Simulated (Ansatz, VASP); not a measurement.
# Ag2Sn in VASP and in Ansatz

```
Ag Sn
1.0
     0.00000    3.16570    3.16570
     3.16570    0.00000    3.16570
     3.16570    3.16570    0.00000
Ag Sn
2 1
Direct
  0.25000 0.25000 0.25000
  0.75000 0.75000 0.75000
  0.00000 0.00000 0.00000
```

Alike in both runs: task relaxation of cell and atoms; functional PBE; k mesh 6 × 6 × 6; occupations gaussian, width 0.1 eV; no spin polarisation.

```csv
,VASP,Ansatz
version,VASP 6.6.1,Ansatz 0.2.0
potentials or method,"VASP PAW PBE potentials, release 64 (Ag, Sn_d), cutoff 600 eV","scalar-relativistic, plane waves, PAW"
valence electrons in the cell,36,52
```

Ansatz gave:

- gap on the k mesh at the Fermi level, each at its own relaxed structure (eV): none
- relaxed volume (Å³/atom): 23.47
- relaxed cell length with the largest relative difference (Å): 4.635

**Question.** What did VASP give for the same quantities?

**Answer.** gap on the k mesh at the Fermi level, each at its own relaxed structure (eV): none; relaxed volume (Å³/atom): 23.42; relaxed cell length with the largest relative difference (Å): 4.632.

A gap of «none» marks a metal or a gap that the smearing closes. VASP's potentials hold 36 valence electrons a cell and Ansatz's 52, so a difference there can come from the potentials and not from the codes.
